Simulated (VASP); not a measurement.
# Te (C2/c) in VASP: single point with LDA

Aim: the single point of Te with LDA.

All numbers are computed with VASP 6.6.1; they aren't measurements. Logs are shortened: lines on timing, memory, paths and dates and some standing lists are left out, and cuts for length are marked.

## 1. The cell of the first run

It takes space group C2/c (No. 15, monoclinic). The conventional cell has a = 3.067 Å, b = 7.618 Å, c = 4.962 Å, α = 90.00°, β = 90.11°, γ = 90.00°. Within 4.4 Å of Te (site symmetry 2) lie 16 Te at 3.01 to 4.30 Å.

## 2. Single point, LDA

INCAR

```
PREC = Accurate
ENCUT = 520
EDIFF = 1E-6
ISMEAR = -1
SIGMA = 0.1
LREAL = False
LASPH = True
NELM = 80
ALGO = Normal
ISIF = 2
LWAVE = False
LCHARG = False
NBANDS = 13
ISYM = 0
```

KPOINTS

```
regular mesh
0
Gamma
  11 11 8
```

POSCAR

```
Te
1.0
   -2.8758027451      2.5110676460      1.5118970017
    2.5110676460     -2.8758027451      1.5118970017
    3.8220073324      3.8220073324     -2.1799100038
Te
2
Direct
    0.0127723230      0.9872276770      1.0000000000
    0.7372276770      0.2627723230      0.5000000000
```

Potentials or basis: VASP PAW LDA potentials, release 64 (Te).

The run is started by

```sh
cat potpaw_LDA.64/Te/POTCAR > POTCAR
mpirun -np 1 vasp_std > vasp.out
```

OUTCAR:

```text
PREC = Accurate
   ENCUT = 520
   EDIFF = 1E-6
   ISMEAR = -1
   LREAL = False
   LASPH = True
   NELM = 80
   ISIF = 2
   ISYM = 0

 ion  position               nearest neighbor table
   1  0.013  0.987  0.000-   2 3.01   2 3.01   2 3.59   2 3.59   2 3.60   2 3.60
   2  0.737  0.263  0.500-   1 3.01   1 3.01   1 3.59   1 3.59   1 3.60   1 3.60

IMPORTANT INFORMATION: All symmetrisations will be switched off!
NOSYMM: (Re-)initialisation of all symmetry stuff for point group C_1.

----------------------------------------------------------------------------------------

                                     Primitive cell

  volume of cell :      57.9728

  direct lattice vectors                    reciprocal lattice vectors
    -2.875802745  2.511067646  1.511897002     0.008461030  0.194097574  0.355143317
     2.511067646 -2.875802745  1.511897002     0.194097574  0.008461030  0.355143317
     3.822007332  3.822007332 -2.179910004     0.140486417  0.140486417  0.033891414

  length of vectors
     4.106279910  4.106279910  5.828163323     0.404811355  0.404811355  0.201547748

  position of ions in fractional coordinates (direct lattice)
     0.012772323  0.987227677  1.000000000
     0.737227677  0.262772323  0.500000000

  ion indices of the primitive-cell ions
   primitive index   ion index
                 1           1
                 2           2

----------------------------------------------------------------------------------------

 KPOINTS: regular mesh

Automatic generation of k-mesh.
 Grid dimensions read from file:
 generate k-points for:   11   11    8

 Generating k-lattice:

  Cartesian coordinates                     Fractional coordinates (reciprocal lattice)
     0.000769185  0.017645234  0.032285756     0.090909091  0.000000000  0.000000000
     0.017645234  0.000769185  0.032285756     0.000000000  0.090909091  0.000000000
     0.017560802  0.017560802  0.004236427    -0.000000000 -0.000000000  0.125000000

  Length of vectors
     0.036801032  0.036801032  0.025193468

  Shift w.r.t. Gamma in fractional coordinates (k-lattice)
     0.000000000  0.000000000  0.000000000

 Subroutine IBZKPT returns following result:
 ===========================================

 Found    485 irreducible k-points:

 Following reciprocal coordinates:
            Coordinates               Weight
  0.000000  0.000000  0.000000      1.000000
  0.090909  0.000000  0.000000      2.000000
 -0.000000 -0.090909  0.000000      2.000000
  0.181818  0.000000 -0.000000      2.000000
 -0.000000 -0.181818  0.000000      2.000000
[... 48 lines left out ...]
   PSTRESS=    0.0 pullay stress
   NELECT =      12.0000    total number of electrons
   NUPDOWN=      -1.0000    fix difference up-down
   EMIN   =  10.00;   EMAX   =-10.00  energy-range for DOS
   EFERMI =   0.00;   METHOD = LEGACY
   ISMEAR =    -1;   SIGMA  =   0.10  broadening in eV -4-tet -1-fermi 0-gaus
   EFERMI_NEDOS =   21; number of points for ismear=-14 and -15
   IALGO  =     38    algorithm
   IMIX   =      4    mixing-type and parameters
     AMIX     =   0.40;   BMIX     =  1.00
     AMIX_MAG =   1.60;   BMIX_MAG =  1.00
  volume/ion in A,a.u.               =      28.99       195.61
  Fermi-wavevector in a.u.,A,eV,Ry     =   0.968413  1.830035 12.759857  0.937823
  Thomas-Fermi vector in A             =   2.098380
   LORBIT       =      0    0 simple, 1 ext, 2 COOP (PROOUT), +10 PAW based schemes
   GGA     = CA    functional components
   LHFCALC =     F    Hartree Fock is set to
   AEXX    =    0.0000 exact exchange contribution
   IVDW    =     0    specifies the selected vdW correction
   LEPSILON=     F    determine dielectric tensor
   LRPA    =     F    only Hartree local field effects (RPA)
 non-spin polarized calculation
  energy-cutoff  :      520.00
  volume of cell :       57.97
 maximum number of plane-waves:      1579
   NGX = 15   NGY = 15   NGZ = 21

 number of electron      12.0000000 magnetization

 Free energy of the ion-electron system (eV)
  ---------------------------------------------------
  ext. energy  EPLUGINS =         0.00000000
  ---------------------------------------------------
  free energy    TOTEN  =        -7.40624740 eV

  energy without entropy =       -7.36253974  energy(sigma->0) =       -7.38439357

 E-fermi :   7.7825     XC(G=0): -10.0782

 val. band max:        7.7755852608   @ k =   0.4545   0.3636   0.3750
 cond. band min:       7.7944382273   @ k =   0.2727   0.1818  -0.2500
 fundamental gap:      0.0188529665
 Fermi energy:         7.7824696649

 k-point     1 :       0.0000    0.0000    0.0000
  band No.  band energies     occupation
      1      -6.5542      2.00000
      2      -2.8443      2.00000
      3       1.8567      2.00000
      4       4.7950      2.00000
      5       8.3541      0.00656
      6       9.8687      0.00000
      7      10.6037      0.00000
      8      10.7019      0.00000
      9      11.2892      0.00000
     10      14.5311      0.00000
     11      14.6231      0.00000
     12      16.0497      0.00000
     13      16.5839      0.00000
[... 354 lines left out ...]
  band No.  band energies     occupation
      1      -4.7692      2.00000
      2      -2.9102      2.00000
      3       3.1059      2.00000
      4       4.9005      2.00000
      5       5.3289      2.00000
      6       6.3154      2.00000
      7       6.8065      1.99988
      8      10.0249      0.00000
      9      12.7320      0.00000
     10      13.9813      0.00000
     11      15.6580      0.00000
     12      16.2434      0.00000
     13      16.8676      0.00000

 [... further k-points ...]

------------------------ aborting loop because EDIFF is reached ----------------------------------------

  FORCE on cell =-STRESS in cart. coord.  units (eV):
  Direction    XX          YY          ZZ          XY          YZ          ZX
  --------------------------------------------------------------------------------------
  -------------------------------------------------------------------------------------
  Total        0.0180623      0.0180616      0.0317934      0.0184281     -0.0008184     -0.0008186
  in kB        0.4991821      0.4991624      0.8786660      0.5092909     -0.0226183     -0.0226243
  external PRESSURE =       0.6256702 kB  Pullay stress =       0.0000000 kB

 VOLUME and BASIS-vectors are now :
 -----------------------------------------------------------------------------
  energy-cutoff  :      520.00
  volume of cell :       57.97
      direct lattice vectors                 reciprocal lattice vectors
    -2.875802745  2.511067646  1.511897002     0.008461030  0.194097574  0.355143317
     2.511067646 -2.875802745  1.511897002     0.194097574  0.008461030  0.355143317
     3.822007332  3.822007332 -2.179910004     0.140486417  0.140486417  0.033891414

 POSITION                                       TOTAL-FORCE (eV/Angst)
 -----------------------------------------------------------------------------------
      2.44226     -2.80700      1.51190         0.005914     -0.005914      0.000000
      0.45072      3.00655      0.42194        -0.005914      0.005914     -0.000000
 -----------------------------------------------------------------------------------
    total drift:                               -0.000003      0.000003      0.000000

  FREE ENERGIE OF THE ION-ELECTRON SYSTEM (eV)
  ---------------------------------------------------
  free  energy   TOTEN  =        -7.4062474044 eV

  energy  without entropy=       -7.3625397450  energy(sigma->0) =       -7.38439357
```

It took 4.4 min on 1 thread of Intel Xeon Platinum 8488C (Sapphire Rapids), shared host; peak memory 0.41 GiB.

What came out:

```yaml
Free_energy: -7.4062 eV
Pressure: 0.1 GPa
Largest_force: 0.008 eV/Å
Band_gap_on_the_k_mesh: zero (bands 6 and 7 overlap by 3.60 eV)
```

Forces on the atoms (eV/Å):
```
Te   0.006 -0.006  0.000
Te  -0.006  0.006  0.000
```

Levels at points of the mesh, in eV from the Fermi level:
```csv
k point,band 4,band 5,band 6,band 7,band 8,band 9
"(0.00, 0.00, 0.00)",-2.99,0.57,2.09,2.82,2.92,3.51
"(0.00, 0.00, 0.50)",-2.36,-1.12,-1.12,3.24,3.24,5.06
```

Caveat: spin-orbit coupling is left out, which moves the levels of the heavy elements.
